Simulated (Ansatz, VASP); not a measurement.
## Ge: VASP beside Ansatz

INCAR

```
SYSTEM = Ge
PREC = Accurate ; ENCUT = 500
EDIFF = 1E-7 ; ISMEAR = 0
SIGMA = 0.1 ; LREAL = .False.
LASPH = .True. ; NELM = 120
ALGO = Normal ; ISIF = 3
LWAVE = .False. ; LCHARG = .False.
GGA = PE ; IBRION = 2
NSW = 100 ; EDIFFG = -0.002
GGA_COMPAT = .False. ; NELMIN = 4
```

Contents of KPOINTS:

```
regular mesh
0
Gamma
  14 14 14
  0 0 0
```

POSCAR

```
Ge
1.0
    0.0000000000      2.8289100000      2.8289100000
    2.8289100000      0.0000000000      2.8289100000
    2.8289100000      2.8289100000      0.0000000000
Ge
2
Direct
    0.0000000000      0.0000000000      0.0000000000
    0.2500000000      0.2500000000      0.2500000000
```

Input for Ansatz:

```yaml
crystal:
  lattice:
    - [0.0, 2.82891, 2.82891]
    - [2.82891, 0.0, 2.82891]
    - [2.82891, 2.82891, 0.0]
  atoms:
    - { symbol: Ge, position: [0.0, 0.0, 0.0] }
    - { symbol: Ge, position: [0.25, 0.25, 0.25] }
basis:
  ecutwfc: 600.0
kpoints:
  mp_grid: { grid: [14, 14, 14] }
hamiltonian:
  xc: pbe
scf:
  occupations: { method: gaussian, width: 0.1 }
output:
  forces: true
  stress: true
  eigenvalues: true
  write_density: true
  write_potential: true
  elf: true
  volumetric_format: npy
relax:
  adjacent_minimum: "off"
  f_tol: 0.002
  max_steps: 80
  cell: { stress_tol: 0.02 }
```

Alike in both runs: task relaxation of cell and atoms; functional PBE; k mesh 14 × 14 × 14; occupations gaussian, width 0.1 eV; no spin polarisation.

```csv
,VASP,Ansatz
version,VASP 6.6.1,Ansatz 0.2.0
potentials or method,"VASP PAW PBE potentials, release 64 (Ge_d), cutoff 500 eV","scalar-relativistic, plane waves, PAW"
valence electrons in the cell,28,28
```

```tsv
	VASP	Ansatz	Ansatz less VASP
gap on the k mesh at the Fermi level, each at its own relaxed structure (eV)	none	none	-
relaxed volume (Å³/atom)	23.84	23.90	+0.066
relaxed length of the cell vector where the two differ most in proportion (Å)	4.070	4.074	+0.0037
```

A gap of «none» marks a metal or a gap that the smearing closes.
